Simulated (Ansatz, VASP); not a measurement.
# NiO2 in VASP and in Ansatz

```
Ni O
1.0
     2.74782    0.00000    0.00000
    -1.37391    2.37968    0.00000
     0.00000    0.00000    5.10436
Ni O
1 2
Cartesian
  0.0000 0.0000 2.5522
  1.3739 0.7932 3.3817
  0.0000 1.5865 1.7226
```

Alike in both runs: task single point; functional PBEsol; k mesh 12 × 12 × 6; occupations gaussian, width 0.05 eV; no spin polarisation.

|  | VASP | Ansatz |
| --- | --- | --- |
| version | VASP 6.6.1 | Ansatz 0.2.0 |
| potentials or method | VASP PAW PBE potentials, release 64 (Ni, O), cutoff 520 eV | scalar-relativistic, plane waves, PAW |
| valence electrons in the cell | 22 | 30 |

Ansatz gave:

| Property | Result |
| --- | --- |
| gap on the k mesh at the Fermi level (eV) | 1.18 |
| least direct gap on the mesh (eV) | 1.63 |
| pressure (GPa) | 23.0 |
| traceless stress, the component that is largest in VASP (GPa) | -1.70 |
| rms of the force components (eV/Å) | 1.264 |

Q: Estimate VASP's values.

A: gap on the k mesh at the Fermi level (eV): 1.15; least direct gap on the mesh (eV): 1.61; pressure (GPa): 23.9; traceless stress, the component that is largest in VASP (GPa): -2.33; rms of the force components (eV/Å): 1.293.

VASP's potentials were made for PBE, not for PBEsol. Atom by atom the forces differ by 0.029 eV/Å (rms over components). With one functional, cell and mesh, what is left measures potentials, basis and numerics. VASP's potentials hold 22 valence electrons a cell and Ansatz's 30, so a difference there can come from the potentials and not from the codes.
